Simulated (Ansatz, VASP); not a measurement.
## Cu3Au in VASP and in Ansatz

```
CELL_PARAMETERS angstrom
3.77979 0.00000 0.00000
0.00000 3.77979 0.00000
0.00000 0.00000 3.77979
ATOMIC_POSITIONS crystal
Cu 0.00000 0.50000 0.50000
Cu 0.50000 0.00000 0.50000
Cu 0.50000 0.50000 0.00000
Au 0.00000 0.00000 0.00000
```

Alike in both runs: functional PBE; k mesh 10 × 10 × 10; occupations gaussian, width 0.1 eV; no spin polarisation.

Ansatz relaxed the structure, and its values are those at the end. VASP's run is a single point on that final structure, the one shown.

```csv
,VASP,Ansatz
version,VASP 6.6.1,Ansatz 0.2.0
potentials or method,"VASP PAW PBE potentials, release 64 (Cu, Au), cutoff 520 eV","scalar-relativistic, plane waves, PAW"
valence electrons in the cell,44,76
```

```tsv
	VASP	Ansatz	Ansatz less VASP
gap on the k mesh at the Fermi level (eV)	none	none	-
pressure (GPa)	0.3	0.0	-0.29
```

A gap of «none» marks a metal or a gap that the smearing closes. With one functional, cell and mesh, what is left measures potentials, basis and numerics. VASP's potentials hold 44 valence electrons a cell and Ansatz's 76, so a difference there can come from the potentials and not from the codes.

Spin-orbit coupling is off throughout.
